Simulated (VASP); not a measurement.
# S (Fm-3m) in VASP: further runs

S is run at these levels: PBE; tasks: single point.

All numbers are computed with VASP 6.6.1; they aren't measurements. Logs are shortened: lines on timing, memory, paths and dates and some standing lists are left out, and cuts for length are marked.

## 1. The cell of the first run

It takes space group Fm-3m (No. 225, cubic). Conventional cell: a = 3.269 Å, b = 3.269 Å, c = 3.269 Å, α = 90.00°, β = 90.00°, γ = 90.00°. Within 3.1 Å of S (site symmetry m-3m) lie 12 S at 2.31 Å.

## 2. Single point, PBE (volume scaled by 0.55)

File INCAR:

```
SYSTEM = S
ALGO = Normal ; EDIFF = 1E-7
ENCUT = 520 ; GGA = PE
ISIF = 2 ; ISMEAR = -1
LASPH = .True. ; LCHARG = .False.
LREAL = .False. ; LWAVE = .False.
NBANDS = 9 ; NELM = 80
PREC = Accurate ; SIGMA = 0.08
```

File KPOINTS:

```
k-points
0
Gamma
  16 16 16
  0 0 0
```

File POSCAR:

```
S
1.0
    0.0000000000      1.6344651279      1.6344651279
    1.6344651279      0.0000000000      1.6344651279
    1.6344651279      1.6344651279      0.0000000000
S
1
Direct
    0.0000000000      0.0000000000      0.0000000000
```

Potentials or basis: VASP PAW PBE potentials, release 64 (S).

Started as:

```
> cat potpaw_PBE.64/S/POTCAR > POTCAR
> mpirun -np 1 vasp_std > vasp.out
```

OUTCAR:

```text
SYSTEM = S
   EDIFF = 1E-7
   ENCUT = 520
   GGA = PE
   ISIF = 2
   ISMEAR = -1
   LASPH = .True.
   LREAL = .False.
   NELM = 80
   PREC = Accurate

 ion  position               nearest neighbor table
   1  0.000  0.000  0.000-

  LATTYP: Found a face centered cubic cell.
 ALAT       =     3.2689302558

  Lattice vectors:

 A1 = (   0.0000000000,   1.6344651279,   1.6344651279)
 A2 = (   1.6344651279,   0.0000000000,   1.6344651279)
 A3 = (   1.6344651279,   1.6344651279,   0.0000000000)

Analysis of symmetry for initial positions (statically):
=====================================================================
 Subroutine PRICEL returns:
 Original cell was already a primitive cell.

 Routine SETGRP: Setting up the symmetry group for a
 face centered cubic supercell.

 Subroutine GETGRP returns: Found 48 space group operations
 (whereof 48 operations were pure point group operations)
 out of a pool of 48 trial point group operations.

The static configuration has the point symmetry O_h .

Analysis of symmetry for dynamics (positions and initial velocities):
=====================================================================
 Subroutine PRICEL returns:
 Original cell was already a primitive cell.

 Routine SETGRP: Setting up the symmetry group for a
 face centered cubic supercell.

 Subroutine GETGRP returns: Found 48 space group operations
 (whereof 48 operations were pure point group operations)
 out of a pool of 48 trial point group operations.

The dynamic configuration has the point symmetry O_h .

 Subroutine INISYM returns: Found 48 space group operations
 (whereof 48 operations are pure point group operations),
 and found     1 'primitive' translations

----------------------------------------------------------------------------------------

                                     Primitive cell

  volume of cell :       8.7329

  direct lattice vectors                    reciprocal lattice vectors
     0.000000000  1.634465128  1.634465128    -0.305910473  0.305910473  0.305910473
     1.634465128  0.000000000  1.634465128     0.305910473 -0.305910473  0.305910473
     1.634465128  1.634465128  0.000000000     0.305910473  0.305910473 -0.305910473

  length of vectors
     2.311482751  2.311482751  2.311482751     0.529852481  0.529852481  0.529852481

  position of ions in fractional coordinates (direct lattice)
     0.000000000  0.000000000  0.000000000

  ion indices of the primitive-cell ions
   primitive index   ion index
                 1           1

----------------------------------------------------------------------------------------

 KPOINTS: k-points

Automatic generation of k-mesh.
 Grid dimensions read from file:
 generate k-points for:   16   16   16

 Generating k-lattice:

  Cartesian coordinates                     Fractional coordinates (reciprocal lattice)
    -0.019119405  0.019119405  0.019119405     0.062500000  0.000000000  0.000000000
     0.019119405 -0.019119405  0.019119405     0.000000000  0.062500000  0.000000000
     0.019119405  0.019119405 -0.019119405     0.000000000  0.000000000  0.062500000

  Length of vectors
     0.033115780  0.033115780  0.033115780

  Shift w.r.t. Gamma in fractional coordinates (k-lattice)
     0.000000000  0.000000000  0.000000000

 Subroutine IBZKPT returns following result:
 ===========================================

 Found    145 irreducible k-points:

 Following reciprocal coordinates:
            Coordinates               Weight
  0.000000  0.000000  0.000000      1.000000
  0.062500  0.000000  0.000000      8.000000
  0.125000  0.000000  0.000000      8.000000
  0.187500  0.000000  0.000000      8.000000
  0.250000  0.000000  0.000000      8.000000
  0.312500  0.000000  0.000000      8.000000
[... 16 lines left out ...]
 -0.125000  0.062500  0.000000     24.000000
 -0.062500  0.062500  0.000000     12.000000
 [... further k-points ...]
   k-points           NKPTS =    145   k-points in BZ     NKDIM =    145   number of bands    NBANDS=      9
   number of dos      NEDOS =    301   number of ions     NIONS =      1
   total plane-waves  NPLWV =   5832
   dimension x,y,z NGX =    18 NGY =   18 NGZ =   18
   dimension x,y,z NGXF=    36 NGYF=   36 NGZF=   36
   ions per type =               1
   NGX,Y,Z   is equivalent  to a cutoff of  12.95, 12.95, 12.95 a.u.
   NGXF,Y,Z  is equivalent  to a cutoff of  25.89, 25.89, 25.89 a.u.
 SYSTEM =  S
   PREC   = accura    normal or accurate (medium, high low for compatibility)
   ISTART =      0    job   : 0-new  1-cont  2-samecut
   ICHARG =      2    charge: 1-file 2-atom 10-const
   ISPIN  =      1    spin polarized calculation?
   LNONCOLLINEAR =      F non collinear calculations
   LSORBIT =      F    spin-orbit coupling
   LASPH  =      T    aspherical Exc in radial PAW
   ENCUT  =  520.0 eV  38.22 Ry    6.18 a.u.   4.30  4.30  4.30*2*pi/ulx,y,z
   NELM   =     80;   NELMIN=  2; NELMDL= -5     # of ELM steps
   EDIFF  = 0.1E-06   stopping-criterion for ELM
   LREAL  =      F    real-space projection
   EDIFFG = 0.1E-05   stopping-criterion for IOM
   NSW    =      0    number of steps for IOM
   IBRION =     -1    ionic relax: 0-MD 1-quasi-New 2-CG
   NFREE  =      0    steps in history (QN), initial steepest desc. (CG)
   ISIF   =      2    stress and relaxation
   ISYM   =      2    0-nonsym 1-usesym 2-fastsym
   POTIM  = 0.5000    time-step for ionic-motion
   TEBEG  =    0.0;   TEEND  =   0.0 temperature during run
   PSTRESS=    0.0 pullay stress
   NELECT =       6.0000    total number of electrons
   NUPDOWN=      -1.0000    fix difference up-down
   EMIN   =  10.00;   EMAX   =-10.00  energy-range for DOS
   EFERMI =   0.00;   METHOD = LEGACY
   ISMEAR =    -1;   SIGMA  =   0.08  broadening in eV -4-tet -1-fermi 0-gaus
   EFERMI_NEDOS =   21; number of points for ismear=-14 and -15
   IALGO  =     38    algorithm
   IMIX   =      4    mixing-type and parameters
     AMIX     =   0.40;   BMIX     =  1.00
     AMIX_MAG =   1.60;   BMIX_MAG =  1.00
  volume/ion in A,a.u.               =       8.73        58.93
  Fermi-wavevector in a.u.,A,eV,Ry     =   1.444573  2.729848 28.392530  2.086792
  Thomas-Fermi vector in A             =   2.562853
   LORBIT       =      0    0 simple, 1 ext, 2 COOP (PROOUT), +10 PAW based schemes
   GGA     = PE    functional components
   LHFCALC =     F    Hartree Fock is set to
   AEXX    =    0.0000 exact exchange contribution
   IVDW    =     0    specifies the selected vdW correction
   LEPSILON=     F    determine dielectric tensor
   LRPA    =     F    only Hartree local field effects (RPA)
 non-spin polarized calculation
  energy-cutoff  :      520.00
  volume of cell :        8.73
 maximum number of plane-waves:       259
 NGX is ok and might be reduce to    18
   NGX =  9   NGY =  9   NGZ =  9

 number of electron       5.9999999 magnetization

 Free energy of the ion-electron system (eV)
  ---------------------------------------------------
  ext. energy  EPLUGINS =         0.00000000
  ---------------------------------------------------
  free energy    TOTEN  =        -0.73323325 eV

  energy without entropy =       -0.72424406  energy(sigma->0) =       -0.72873865

 E-fermi :  18.5753     XC(G=0): -14.1633

 val. band max:       18.5177776073   @ k =  -0.3750   0.3750   0.0000
 cond. band min:      18.5932242667   @ k =   0.5000   0.2500   0.0625
 fundamental gap:      0.0754466594
 Fermi energy:        18.5752567946

 k-point     1 :       0.0000    0.0000    0.0000
  band No.  band energies     occupation
      1      -6.3044      2.00000
      2      26.5017      0.00000
      3      26.5017      0.00000
      4      26.5017      0.00000
      5      30.7377      0.00000
      6      30.7377      0.00000
      7      30.7377      0.00000
      8      39.6611      0.00000
      9      39.7194      0.00000

 k-point     2 :       0.0625    0.0000    0.0000
  band No.  band energies     occupation
      1      -6.1503      2.00000
      2      24.8996      0.00000
      3      26.1591      0.00000
      4      26.1591      0.00000
      5      31.2321      0.00000
      6      31.2475      0.00000
      7      31.2475      0.00000
      8      39.1215      0.00000
      9      39.1215      0.00000

 k-point     3 :       0.1250    0.0000    0.0000
  band No.  band energies     occupation
      1      -5.6888      2.00000
      2      21.7955      0.00000
      3      25.4630      0.00000
      4      25.4630      0.00000
      5      31.6081      0.00000
      6      32.3055      0.00000
      7      32.3055      0.00000
      8      37.9812      0.00000
      9      37.9812      0.00000

 k-point     4 :       0.1875    0.0000    0.0000
  band No.  band energies     occupation
      1      -4.9218      2.00000
      2      18.3913      1.81774
      3      24.7741      0.00000
      4      24.7741      0.00000
      5      31.6389      0.00000
      6      32.8929      0.00000
      7      32.8929      0.00000
      8      37.6077      0.00000
      9      37.6077      0.00000
[... 205 lines left out ...]
 k-point    22 :      -0.1875    0.0625    0.0000
  band No.  band energies     occupation
      1      -4.4629      2.00000
      2      17.3650      2.00000
      3      22.4511      0.00000
      4      25.6024      0.00000
      5      32.1090      0.00000
      6      32.1151      0.00000
      7      33.5329      0.00000
      8      36.1584      0.00000
      9      38.6403      0.00000

 k-point    23 :      -0.1250    0.0625    0.0000
  band No.  band energies     occupation
      1      -5.3304      2.00000
      2      20.7574      0.00000
      3      23.1168      0.00000
      4      26.2104      0.00000
      5      31.8442      0.00000
      6      31.8940      0.00000
      7      33.7629      0.00000
      8      36.2182      0.00000
      9      38.2527      0.00000

 k-point    24 :      -0.0625    0.0625    0.0000
  band No.  band energies     occupation
      1      -5.8938      2.00000
      2      23.8728      0.00000
      3      24.0649      0.00000
      4      26.5199      0.00000
      5      31.1425      0.00000
      6      31.4190      0.00000
      7      32.8408      0.00000
      8      37.6025      0.00000
      9      38.9701      0.00000

 [... further k-points ...]

------------------------ aborting loop because EDIFF is reached ----------------------------------------

  FORCE on cell =-STRESS in cart. coord.  units (eV):
  Direction    XX          YY          ZZ          XY          YZ          ZX
  --------------------------------------------------------------------------------------
  -------------------------------------------------------------------------------------
  Total        8.4166625      8.4166625      8.4166625     -0.0000000     -0.0000000     -0.0000000
  in kB     1544.1643595   1544.1643595   1544.1643595     -0.0000000     -0.0000000     -0.0000000
  external PRESSURE =    1544.1643595 kB  Pullay stress =       0.0000000 kB

 VOLUME and BASIS-vectors are now :
 -----------------------------------------------------------------------------
  energy-cutoff  :      520.00
  volume of cell :        8.73
      direct lattice vectors                 reciprocal lattice vectors
     0.000000000  1.634465128  1.634465128    -0.305910473  0.305910473  0.305910473
     1.634465128  0.000000000  1.634465128     0.305910473 -0.305910473  0.305910473
     1.634465128  1.634465128  0.000000000     0.305910473  0.305910473 -0.305910473

 POSITION                                       TOTAL-FORCE (eV/Angst)
 -----------------------------------------------------------------------------------
      0.00000      0.00000      0.00000         0.000000      0.000000      0.000000
 -----------------------------------------------------------------------------------
    total drift:                                0.000000     -0.000000      0.000000

  FREE ENERGIE OF THE ION-ELECTRON SYSTEM (eV)
  ---------------------------------------------------
  free  energy   TOTEN  =        -0.7332332478 eV

  energy  without entropy=       -0.7242440613  energy(sigma->0) =       -0.72873865
```

Run time: 7.7 s. Hardware: 1 thread of Intel Xeon 6975P-C, shared host; peak memory 0.12 GiB.

Results:

* Free energy: -0.7332 eV
* Pressure: 154.4 GPa
* Band gap on the k mesh: zero (band 3 reaches 26.50 eV, above the bottom of band 4 at 11.95 eV)

Levels at points of the mesh, in eV from the Fermi level:
```csv
k point,band 1,band 2,band 3,band 4,band 5,band 6,band 7
"(0.00, 0.00, 0.00)",-24.88,7.93,7.93,7.93,12.16,12.16,12.16
"(0.50, 0.00, 0.00)",-16.01,-14.25,4.87,4.87,10.86,10.86,12.97
"(0.50, 0.50, 0.00)",-12.29,-11.90,-1.44,-1.44,2.22,4.52,29.00
```

(Part 1 of 2 ends here.)
